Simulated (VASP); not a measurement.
Input of a VASP 6.6.1 run:

POSCAR

```
BN
1.0
    3.4589240470      0.0631577483     -0.0265311180
   -0.0631577483     -3.5324935716      0.0188278989
    0.0265311180      0.0188278989     -3.3452190782
B N
4 4
Direct
    0.0040772998     -0.0051342029     -0.0115302066
    0.5102428541      0.5414552405      0.0194578851
    0.5058309218     -0.0409403093      0.5265067176
   -0.0251490343      0.4995226201      0.5312342966
    0.7619336848      0.7357781028      0.7112334824
    0.2155604343      0.2840223791      0.7544300824
    0.2294726492      0.7304118091      0.2106481214
    0.7980311903      0.2548843606      0.2580196211
```

The input INCAR.step1:

```
ALGO = Normal ; EDIFF = 1E-4
ENCUT = 520 ; GGA = PE
ISMEAR = 0 ; LASPH = T
LCHARG = F ; LREAL = F
LWAVE = T ; NBANDS = 26
NELM = 100 ; PREC = Accurate
SIGMA = 0.05
```

INCAR.step2

```
ALGO = Normal ; EDIFF = 1E-6
ENCUT = 520 ; ISIF = 2
ISMEAR = 0 ; ISTART = 1
LASPH = T ; LCHARG = T
LELF = T ; LMIXTAU = T
LREAL = F ; LVHAR = T
LWAVE = F ; METAGGA = R2SCAN
NBANDS = 26 ; NELM = 100
PREC = Accurate ; SIGMA = 0.05
```

The input KPOINTS:

```
k-points
0
Gamma
  6 6 6
```

Potentials or basis: VASP PAW PBE potentials, release 64 (B, N).

Run with:

```sh
$ cat potpaw_PBE.64/B/POTCAR potpaw_PBE.64/N/POTCAR > POTCAR
$ cp INCAR.step1 INCAR
$ mpirun -np 1 vasp_std > vasp.out
$ cp INCAR.step2 INCAR
$ mpirun -np 1 vasp_std > vasp.out
```

(1) What does it give for the band gap on the k mesh?

(2) Predict the pressure.

Answers

(1) 2.15 eV, direct.

(2) 100.5 GPa.

Caveat: the cell differs from its parent crystal (atoms moved at random and the cell strained at random); the PAW data sets were made with another functional, which shifts forces and pressure a little.
